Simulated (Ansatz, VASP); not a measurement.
# One calculation of SiC, two programs

The input INCAR:

```
SYSTEM = SiC
ALGO     = Normal         ! electronic algorithm
EDIFF    = 1E-7           ! SCF threshold, eV
ENCUT    = 520            ! plane-wave cutoff, eV
GGA      = PS             ! functional
ISIF     = 2              ! what is computed and relaxed
ISMEAR   = 0              ! smearing method
LASPH    = .TRUE.         ! aspherical terms in the spheres
LCHARG   = .TRUE.         ! write CHGCAR
LELF     = .TRUE.         ! ELF
LREAL    = .FALSE.        ! projectors in reciprocal space
LVHAR    = .TRUE.       
LWAVE    = .FALSE.        ! write WAVECAR
NBANDS   = 11             ! bands
NELM     = 100            ! most SCF steps
PREC     = Accurate       ! precision mode
SIGMA    = 0.05           ! smearing width, eV
```

KPOINTS

```
k-points
0
G
  10 10 10
  0 0 0
```

Contents of POSCAR:

```
SiC
1.0
    0.0000000000      2.2147686909      2.2147686909
    2.2147686909      0.0000000000      2.2147686909
    2.2147686909      2.2147686909      0.0000000000
Si C
1 1
Direct
    0.0023558652     -0.0023558652      0.0023558652
    0.7444913435      0.7555086565      0.7444913435
```

Input for Ansatz:

```yaml
crystal:
  lattice:
    - [0.0, 2.2147686909, 2.2147686909]
    - [2.2147686909, 0.0, 2.2147686909]
    - [2.2147686909, 2.2147686909, 0.0]
  atoms:
    - { symbol: Si, position: [0.0023558652, -0.0023558652, 0.0023558652] }
    - { symbol: C, position: [0.7444913435, 0.7555086565, 0.7444913435] }
basis:
  ecutwfc: 520.0
kpoints:
  mp_grid: { grid: [10, 10, 10] }
hamiltonian:
  xc: pbesol
scf:
  occupations: { method: gaussian, width: 0.05 }
output:
  forces: true
  stress: true
  eigenvalues: true
```

Change from the starting cell: mode 6 frozen in at -0.024 Å, equal normal strain along x, y and z +0.0167.

Alike in both runs: task single point; functional PBEsol; k mesh 10 × 10 × 10; occupations gaussian, width 0.05 eV; no spin polarisation.

|  | VASP | Ansatz |
| --- | --- | --- |
| version | VASP 6.6.1 | Ansatz 0.2.0 |
| potentials or method | VASP PAW PBE potentials, release 64 (Si, C), cutoff 520 eV | scalar-relativistic, plane waves, PAW |
| valence electrons in the cell | 8 | 8 |

Ansatz gave:

* gap on the k mesh at the Fermi level (eV): 1.12
* least direct gap on the mesh (eV): 4.31
* pressure (GPa): -9.9
* traceless stress, the component that is largest in VASP (GPa): -1.53
* rms of the force components (eV/Å): 0.344

**Question.** Which values does VASP return?

**Answer.** gap on the k mesh at the Fermi level (eV): 1.11; least direct gap on the mesh (eV): 4.31; pressure (GPa): -9.6; traceless stress, the component that is largest in VASP (GPa): -1.56; rms of the force components (eV/Å): 0.345.

VASP's potentials were made for PBE, not for PBEsol. Atom by atom the forces differ by 0.001 eV/Å (rms over components). The functional is the same, so the differences come from potentials, cutoffs and numerics.
